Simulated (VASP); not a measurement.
BaS, 2 atoms in the cell. It takes space group I4/mmm (No. 139, tetragonal). The conventional cell has a = 4.438 Å, b = 4.438 Å, c = 6.424 Å, α = 90.00°, β = 90.00°, γ = 90.00°. Ba (site symmetry 4/mmm) has 6 S at 3.14 to 3.21 Å within 4.1 Å. Within 4.1 Å of S (site symmetry 4/mmm) lie 6 Ba at 3.14 to 3.21 Å.  This cell differs from its parent crystal: biaxial xy strain -2.3%.

```yaml
Program: VASP 6.6.1
Task: single point
Functional: r2SCAN
Potentials_or_basis: VASP PAW PBE potentials, release 64 (Ba_sv, S)
Cutoff: 520 eV
k_mesh: 8 × 8 × 8
Occupations: gaussian, width 0.01 eV
Spin: no spin polarisation
Dipole_correction: no
Further_INCAR_settings: ALGO = Normal; EDIFF = 1e-06; NBANDS = 15
```

Potentials or basis: VASP PAW PBE potentials, release 64 (Ba_sv, S).

Launch:

```sh
$ cat potpaw_PBE.64/Ba_sv/POTCAR potpaw_PBE.64/S/POTCAR > POTCAR
$ cp INCAR.step1 INCAR
$ mpirun -np 1 vasp_std > vasp.out
$ cp INCAR.step2 INCAR
$ mpirun -np 1 vasp_std > vasp.out
```

Hardware: 1 thread of Intel Xeon 8259CL, on a shared host.

Task: How long does it take, and how much memory?

Result: Run time: 4.5 min on 1 thread of Intel Xeon 8259CL, with other jobs on the host, peak memory 0.25 GiB. Counts: k points 59.
